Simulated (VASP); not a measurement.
# ZrB (Cmmm) in VASP: a series of runs

ZrB is run at these levels: RPBE, revPBE, PBEsol, BLYP; tasks: single point.

Program: VASP 6.6.1. These are calculated values, not measurements. Logs are shortened: lines on timing, memory, paths and dates and some standing lists are left out, and cuts for length are marked.

### Step 1. The cell of the first run

It takes space group Cmmm (No. 65, orthorhombic). Conventional cell: a = 3.923 Å, b = 3.971 Å, c = 4.014 Å, α = 90.00°, β = 90.00°, γ = 90.00°. Zr (site symmetry mmm) has 4 B at 1.96 to 1.99 Å within 2.6 Å. Within 2.6 Å of B (site symmetry mmm) lie 4 Zr at 1.96 to 1.99 Å.

### Step 2. Single point, RPBE

Input file INCAR:

```
SYSTEM = ZrB
ALGO = Normal
EDIFF = 1E-7
ENCUT = 520
GGA = RP
ISIF = 2
ISMEAR = -1
LASPH = .True.
LCHARG = .True.
LELF = .True.
LREAL = .False.
LVHAR = .True.
LWAVE = .False.
NBANDS = 14
NELM = 80
PREC = Accurate
SIGMA = 0.05
```

Input file KPOINTS:

```
k-points
0
Gamma
  10 10 7
  0 0 0
```

Input file POSCAR:

```
ZrB
1.0
    1.9614334600     -1.9857162700      0.0000000000
    1.9614334600      1.9857162700      0.0000000000
    0.0000000000      0.0000000000      4.0139456300
Zr B
1 1
Direct
    0.0000000000      0.0000000000      0.5000000000
    0.5000000000      0.5000000000      0.5000000000
```

Potentials or basis: VASP PAW PBE potentials, release 64 (Zr_sv, B).

Launch:

```
cat potpaw_PBE.64/Zr_sv/POTCAR potpaw_PBE.64/B/POTCAR > POTCAR
mpirun -np 1 vasp_std > vasp.out
```

OUTCAR:

```text
SYSTEM = ZrB
   EDIFF = 1E-7
   ENCUT = 520
   GGA = RP
   ISIF = 2
   ISMEAR = -1
   LASPH = .True.
   LREAL = .False.
   NELM = 80
   PREC = Accurate

 ion  position               nearest neighbor table
   1  0.000  0.000  0.500-   2 1.96   2 1.96   2 1.99   2 1.99
   2  0.500  0.500  0.500-   1 1.96   1 1.96   1 1.99   1 1.99

  LATTYP: Found a base centered orthorhombic cell.
 ALAT       =     3.9228669200
 B/A-ratio  =     1.0123801345
 C/A-ratio  =     1.0232173846

  Lattice vectors:

 A1 = (   1.9614334600,  -1.9857162700,   0.0000000000)
 A2 = (   1.9614334600,   1.9857162700,   0.0000000000)
 A3 = (   0.0000000000,   0.0000000000,   4.0139456300)

Analysis of symmetry for initial positions (statically):
=====================================================================
 Subroutine PRICEL returns:
 Original cell was already a primitive cell.

 Routine SETGRP: Setting up the symmetry group for a
 base centered orthorhombic supercell.

 Subroutine GETGRP returns: Found  8 space group operations
 (whereof  8 operations were pure point group operations)
 out of a pool of  8 trial point group operations.

The static configuration has the point symmetry D_2h.

Analysis of symmetry for dynamics (positions and initial velocities):
=====================================================================
 Subroutine PRICEL returns:
 Original cell was already a primitive cell.

 Routine SETGRP: Setting up the symmetry group for a
 base centered orthorhombic supercell.

 Subroutine GETGRP returns: Found  8 space group operations
 (whereof  8 operations were pure point group operations)
 out of a pool of  8 trial point group operations.

The dynamic configuration has the point symmetry D_2h.

 Subroutine INISYM returns: Found  8 space group operations
 (whereof  8 operations are pure point group operations),
 and found     1 'primitive' translations

----------------------------------------------------------------------------------------

                                     Primitive cell

  volume of cell :      31.2674

  direct lattice vectors                    reciprocal lattice vectors
     1.961433460 -1.985716270  0.000000000     0.254915606 -0.251798310  0.000000000
     1.961433460  1.985716270  0.000000000     0.254915606  0.251798310  0.000000000
     0.000000000  0.000000000  4.013945630     0.000000000  0.000000000  0.249131426

  length of vectors
     2.791109156  2.791109156  4.013945630     0.358307626  0.358307626  0.249131426

  position of ions in fractional coordinates (direct lattice)
     0.000000000  0.000000000  0.500000000
     0.500000000  0.500000000  0.500000000

  ion indices of the primitive-cell ions
   primitive index   ion index
                 1           1
                 2           2

----------------------------------------------------------------------------------------

 KPOINTS: k-points

Automatic generation of k-mesh.
 Grid dimensions read from file:
 generate k-points for:   10   10    7

 Generating k-lattice:

  Cartesian coordinates                     Fractional coordinates (reciprocal lattice)
     0.025491561 -0.025179831  0.000000000     0.100000000  0.000000000  0.000000000
     0.025491561  0.025179831  0.000000000     0.000000000  0.100000000  0.000000000
     0.000000000  0.000000000  0.035590204     0.000000000  0.000000000  0.142857143

  Length of vectors
     0.035830763  0.035830763  0.035590204

  Shift w.r.t. Gamma in fractional coordinates (k-lattice)
     0.000000000  0.000000000  0.000000000

 Subroutine IBZKPT returns following result:
 ===========================================

 Found    124 irreducible k-points:

 Following reciprocal coordinates:
            Coordinates               Weight
  0.000000  0.000000  0.000000      1.000000
  0.100000  0.000000  0.000000      4.000000
  0.200000  0.000000  0.000000      4.000000
  0.300000  0.000000  0.000000      4.000000
  0.400000  0.000000  0.000000      4.000000
  0.500000  0.000000  0.000000      2.000000
[... 16 lines left out ...]
  0.300000  0.300000  0.000000      2.000000
  0.400000  0.300000  0.000000      4.000000
 [... further k-points ...]
   k-points           NKPTS =    124   k-points in BZ     NKDIM =    124   number of bands    NBANDS=     14
   number of dos      NEDOS =    301   number of ions     NIONS =      2
   total plane-waves  NPLWV =  17280
   dimension x,y,z NGX =    24 NGY =   24 NGZ =   30
   dimension x,y,z NGXF=    48 NGYF=   48 NGZF=   60
   ions per type =               1   1
   NGX,Y,Z   is equivalent  to a cutoff of  14.30, 14.30, 12.43 a.u.
   NGXF,Y,Z  is equivalent  to a cutoff of  28.59, 28.59, 24.85 a.u.
 SYSTEM =  ZrB
   PREC   = accura    normal or accurate (medium, high low for compatibility)
   ISTART =      0    job   : 0-new  1-cont  2-samecut
   ICHARG =      2    charge: 1-file 2-atom 10-const
   ISPIN  =      1    spin polarized calculation?
   LNONCOLLINEAR =      F non collinear calculations
   LSORBIT =      F    spin-orbit coupling
   LASPH  =      T    aspherical Exc in radial PAW
   ENCUT  =  520.0 eV  38.22 Ry    6.18 a.u.   5.19  5.19  7.46*2*pi/ulx,y,z
   NELM   =     80;   NELMIN=  2; NELMDL= -5     # of ELM steps
   EDIFF  = 0.1E-06   stopping-criterion for ELM
   LREAL  =      F    real-space projection
   EDIFFG = 0.1E-05   stopping-criterion for IOM
   NSW    =      0    number of steps for IOM
   IBRION =     -1    ionic relax: 0-MD 1-quasi-New 2-CG
   NFREE  =      0    steps in history (QN), initial steepest desc. (CG)
   ISIF   =      2    stress and relaxation
   ISYM   =      2    0-nonsym 1-usesym 2-fastsym
   POTIM  = 0.5000    time-step for ionic-motion
   TEBEG  =    0.0;   TEEND  =   0.0 temperature during run
   PSTRESS=    0.0 pullay stress
   NELECT =      15.0000    total number of electrons
   NUPDOWN=      -1.0000    fix difference up-down
   EMIN   =  10.00;   EMAX   =-10.00  energy-range for DOS
   EFERMI =   0.00;   METHOD = LEGACY
   ISMEAR =    -1;   SIGMA  =   0.05  broadening in eV -4-tet -1-fermi 0-gaus
   EFERMI_NEDOS =   21; number of points for ismear=-14 and -15
   IALGO  =     38    algorithm
   IMIX   =      4    mixing-type and parameters
     AMIX     =   0.40;   BMIX     =  1.00
     AMIX_MAG =   1.60;   BMIX_MAG =  1.00
  volume/ion in A,a.u.               =      15.63       105.50
  Fermi-wavevector in a.u.,A,eV,Ry     =   1.281567  2.421810 22.346383  1.642413
  Thomas-Fermi vector in A             =   2.413929
   LORBIT       =      0    0 simple, 1 ext, 2 COOP (PROOUT), +10 PAW based schemes
   GGA     = RP    functional components
   LHFCALC =     F    Hartree Fock is set to
   AEXX    =    0.0000 exact exchange contribution
   IVDW    =     0    specifies the selected vdW correction
   LEPSILON=     F    determine dielectric tensor
   LRPA    =     F    only Hartree local field effects (RPA)
 non-spin polarized calculation
  energy-cutoff  :      520.00
  volume of cell :       31.27
 maximum number of plane-waves:       872
 NGX is ok and might be reduce to    24
   NGX = 11   NGY = 11   NGZ = 15

 number of electron      15.0000001 magnetization

 Free energy of the ion-electron system (eV)
  ---------------------------------------------------
  ext. energy  EPLUGINS =         0.00000000
  ---------------------------------------------------
  free energy    TOTEN  =        -9.04925269 eV

  energy without entropy =       -9.04012662  energy(sigma->0) =       -9.04468966

 E-fermi :   7.2877     XC(G=0): -10.2985

 val. band max:        7.2779393570   @ k =   0.3000   0.2000   0.4286
 cond. band min:       7.3381147325   @ k =  -0.2000   0.2000   0.1429
 fundamental gap:      0.0601753754
 Fermi energy:         7.2877388902

 k-point     1 :       0.0000    0.0000    0.0000
  band No.  band energies     occupation
      1     -40.4125      2.00000
      2     -18.6836      2.00000
      3     -17.9730      2.00000
      4     -17.8756      2.00000
      5      -0.9869      2.00000
      6       4.9897      2.00000
      7       5.2896      2.00000
      8       7.4513      0.07312
      9      11.6961      0.00000
     10      11.9420      0.00000
     11      12.0158      0.00000
     12      12.0445      0.00000
     13      12.5665      0.00000
     14      19.4331      0.00000

 k-point     2 :       0.1000    0.0000    0.0000
  band No.  band energies     occupation
      1     -40.3887      2.00000
      2     -18.6588      2.00000
      3     -18.1529      2.00000
      4     -17.8836      2.00000
      5      -0.6675      2.00000
      6       5.1360      2.00000
      7       5.4825      2.00000
      8       6.9877      1.99506
      9       9.5307      0.00000
     10      11.7550      0.00000
     11      12.0641      0.00000
     12      12.3869      0.00000
     13      15.2832      0.00000
     14      19.1473      0.00000

 k-point     3 :       0.2000    0.0000    0.0000
  band No.  band energies     occupation
      1     -40.3257      2.00000
      2     -18.6907      2.00000
      3     -18.5933      2.00000
      4     -17.8046      2.00000
      5       0.1357      2.00000
      6       5.2809      2.00000
      7       6.0051      2.00000
      8       6.1862      2.00000
      9       7.3735      0.30518
     10      11.7324      0.00000
     11      12.2694      0.00000
     12      13.2783      0.00000
     13      17.7315      0.00000
     14      18.6100      0.00000

 k-point     4 :       0.3000    0.0000    0.0000
  band No.  band energies     occupation
      1     -40.2463      2.00000
      2     -19.3094      2.00000
      3     -18.5107      2.00000
      4     -17.6975      2.00000
      5       1.1197      2.00000
      6       5.0342      2.00000
      7       5.2416      2.00000
      8       5.7471      2.00000
      9       7.0211      1.99038
     10      12.5278      0.00000
     11      12.5366      0.00000
     12      14.4268      0.00000
     13      15.8125      0.00000
     14      20.8432      0.00000

 k-point     5 :       0.4000    0.0000    0.0000
  band No.  band energies     occupation
      1     -40.1808      2.00000
      2     -19.7765      2.00000
      3     -18.4427      2.00000
      4     -17.6080      2.00000
      5       2.0220      2.00000
      6       4.3607      2.00000
      7       4.7118      2.00000
      8       4.9608      2.00000
      9       7.5756      0.00630
     10      12.7708      0.00000
     11      14.1715      0.00000
[... 276 lines left out ...]
 k-point    22 :      -0.2000    0.2000    0.0000
  band No.  band energies     occupation
      1     -40.2373      2.00000
      2     -18.6100      2.00000
      3     -18.5434      2.00000
      4     -18.5094      2.00000
      5       1.1848      2.00000
      6       4.9669      2.00000
      7       5.8685      2.00000
      8       6.5285      2.00000
      9       6.5639      2.00000
     10      10.1244      0.00000
     11      14.1721      0.00000
     12      15.4326      0.00000
     13      17.5179      0.00000
     14      18.8615      0.00000

 k-point    23 :       0.3000    0.3000    0.0000
  band No.  band energies     occupation
      1     -40.0748      2.00000
      2     -19.1362      2.00000
      3     -19.0764      2.00000
      4     -18.3573      2.00000
      5       1.1262      2.00000
      6       5.4345      2.00000
      7       5.6458      2.00000
      8       7.8190      0.00005
      9       7.9267      0.00001
     10       8.9158      0.00000
     11      14.5852      0.00000
     12      16.1883      0.00000
     13      16.3424      0.00000
     14      17.8215      0.00000

 k-point    24 :       0.4000    0.3000    0.0000
  band No.  band energies     occupation
      1     -40.0071      2.00000
      2     -19.5825      2.00000
      3     -19.0243      2.00000
      4     -18.2979      2.00000
      5       0.4663      2.00000
      6       5.6998      2.00000
      7       6.5360      2.00000
      8       8.3916      0.00000
      9       8.7853      0.00000
     10       8.8005      0.00000
     11      13.1752      0.00000
     12      15.4732      0.00000
     13      16.6566      0.00000
     14      18.1329      0.00000

 [... further k-points ...]

------------------------ aborting loop because EDIFF is reached ----------------------------------------

  FORCE on cell =-STRESS in cart. coord.  units (eV):
  Direction    XX          YY          ZZ          XY          YZ          ZX
  --------------------------------------------------------------------------------------
  -------------------------------------------------------------------------------------
  Total       23.1589648     22.7530231      0.3443898      0.0000000      0.0000000      0.0000000
  in kB     1186.6905130   1165.8896185     17.6469049      0.0000000      0.0000000      0.0000000
  external PRESSURE =     790.0756788 kB  Pullay stress =       0.0000000 kB

 VOLUME and BASIS-vectors are now :
 -----------------------------------------------------------------------------
  energy-cutoff  :      520.00
  volume of cell :       31.27
      direct lattice vectors                 reciprocal lattice vectors
     1.961433460 -1.985716270  0.000000000     0.254915606 -0.251798310  0.000000000
     1.961433460  1.985716270  0.000000000     0.254915606  0.251798310  0.000000000
     0.000000000  0.000000000  4.013945630     0.000000000  0.000000000  0.249131426

 POSITION                                       TOTAL-FORCE (eV/Angst)
 -----------------------------------------------------------------------------------
      0.00000      0.00000      2.00697         0.000000     -0.000000      0.000000
      1.96143      0.00000      2.00697        -0.000000      0.000000      0.000000
 -----------------------------------------------------------------------------------
    total drift:                               -0.000000     -0.000000     -0.000000

  FREE ENERGIE OF THE ION-ELECTRON SYSTEM (eV)
  ---------------------------------------------------
  free  energy   TOTEN  =        -9.0492526892 eV

  energy  without entropy=       -9.0401266228  energy(sigma->0) =       -9.04468966
```

It took 2.4 min on 1 thread of AMD EPYC 7R13, shared host; peak memory 0.16 GiB.

What came out:

```
Free energy : -9.0493 eV
Pressure    : 79.0 GPa
```

Caveat: the PAW data sets were made with another functional, which shifts forces and pressure a little.

### Step 3. Single point, revPBE

Input file INCAR:

```
SYSTEM = ZrB
PREC = Accurate ; ENCUT = 520
EDIFF = 1E-6 ; ISMEAR = -1
SIGMA = 0.05 ; LREAL = .FALSE.
LASPH = .TRUE. ; NELM = 60
ALGO = Normal ; ISIF = 2
LWAVE = .FALSE. ; LCHARG = .TRUE.
GGA = RE ; LELF = .TRUE.
LVHAR = .TRUE. ; NBANDS = 14
```

Input file KPOINTS:

```
regular mesh
0
G
  10 10 7
  0 0 0
```

POSCAR is that of step 2.

Potentials or basis: VASP PAW PBE potentials, release 64 (Zr_sv, B).

Launch:

```
cat potpaw_PBE.64/Zr_sv/POTCAR potpaw_PBE.64/B/POTCAR > POTCAR
mpirun -np 1 vasp_std > vasp.out
```

It took 2 min on 1 thread of AMD EPYC 7R13, shared host; peak memory 0.16 GiB.

The run converged. Its results:

- Free energy: -9.2231 eV
- Pressure: 78.4 GPa

Stress tensor (GPa, compression positive):
```
117.87   0.00   0.00
  0.00 115.76   0.00
  0.00   0.00   1.52
```

Levels at points of the mesh, in eV from the Fermi level:
| k point | band 5 | band 6 | band 7 | band 8 | band 9 | band 10 |
| --- | --- | --- | --- | --- | --- | --- |
| (0.00, 0.00, 0.00) | -8.26 | -2.29 | -2.01 | 0.17 | 4.41 | 4.66 |
| (0.50, 0.00, 0.00) | -4.83 | -3.16 | -2.90 | -2.59 | 0.49 | 5.58 |
| (0.50, 0.50, 0.00) | -8.09 | 0.52 | 0.58 | 1.86 | 2.64 | 2.76 |

Caveat: the PAW data sets were made with another functional, which shifts forces and pressure a little.

### Step 4. Single point, PBEsol

Input file INCAR:

```
PREC = Accurate
ENCUT = 520
EDIFF = 1E-6
ISMEAR = -1
SIGMA = 0.05
LREAL = False
LASPH = True
NELM = 100
ALGO = Normal
ISIF = 2
LWAVE = False
LCHARG = False
GGA = PS
NBANDS = 14
```

Input file KPOINTS:

```
Automatic mesh
0
Gamma
  10 10 7
```

POSCAR is that of step 3.

Launch:

```
cat potpaw_PBE.64/Zr_sv/POTCAR potpaw_PBE.64/B/POTCAR > POTCAR
mpirun -np 1 vasp_std > vasp.out
```

Wall time 1.8 min (1 thread of AMD EPYC 7R13, shared host); peak memory 0.16 GiB.

The run converged. Its results:

```
Free energy : -10.8667 eV
Pressure    : 72.6 GPa
```

Stress tensor (GPa, compression positive):
```
110.54   0.00   0.00
  0.00 108.07   0.00
  0.00   0.00  -0.87
```

Levels at points of the mesh, in eV from the Fermi level:
```tsv
k point	band 4	band 5	band 6	band 7	band 8	band 9	band 10	band 11
(0.00, 0.00, 0.00)	-25.07	-8.17	-2.29	-2.06	0.25	4.42	4.69	4.73
(0.50, 0.00, 0.00)	-24.76	-4.81	-3.12	-2.88	-2.46	0.40	5.61	6.43
(0.50, 0.50, 0.00)	-25.33	-7.97	0.52	0.59	1.95	2.57	2.77	3.08
```

Caveat: the PAW data sets were made with another functional, which shifts forces and pressure a little.

(Part 1 of 2 ends here.)
